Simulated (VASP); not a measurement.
Set up this calculation in VASP 6.6.1, as the native input.

```yaml
Task: single point
Functional: PBE
Potentials_or_basis: VASP PAW PBE potentials, release 64 (Tl_d)
Cutoff: 520 eV
k_mesh: 18 × 18 × 10
Occupations: gaussian, width 0.15 eV
Spin: no spin polarisation
Dipole_correction: no
Further_INCAR_settings: ALGO = Fast; EDIFF = 1e-06; NBANDS = 20
```

The structure of Tl lies in POSCAR:

```
Tl
1.0
    3.3695983976      0.0000000000      0.0000000000
   -1.6847991988      2.9181578129      0.0000000000
    0.0000000000      0.0000000000      5.6631250000
Tl
2
Direct
    0.3333333333      0.6666666667      0.2500000000
    0.6666666667      0.3333333333      0.7500000000
```

This cell differs from its parent crystal: strain -0.025 along x and y, +0.025 along z.

These files were run (other wordings do the same):

INCAR

```
  ALGO = Fast
  EDIFF = 1E-6
  ENCUT = 520
  GGA = PE
  ISIF = 2
  ISMEAR = 0
  LASPH = True
  LCHARG = True
  LELF = True
  LREAL = False
  LVHAR = True
  LWAVE = False
  NBANDS = 20
  NELM = 100
  PREC = Accurate
  SIGMA = 0.15
```

KPOINTS

```
k-points
0
Gamma
  18 18 10
```

Potentials or basis: VASP PAW PBE potentials, release 64 (Tl_d).

Command:

```sh
$ cat potpaw_PBE.64/Tl_d/POTCAR > POTCAR
$ mpirun -np 1 vasp_std > vasp.out
```

Results of the run:

| Property | Result |
| --- | --- |
| Pressure | 4.3 GPa |
| Band gap on the k mesh | zero (bands 13 and 14 overlap by 5.49 eV) |

Caveat: the cell differs from its parent crystal (strain -0.025 along x and y, +0.025 along z); the cell stands under pressure; spin-orbit coupling is left out, which moves the levels of the heavy elements.

Wall time 72 s on 1 thread of Intel(R) Xeon(R) 6975P-C (Granite Rapids) (shared host), peak memory 0.32 GiB.
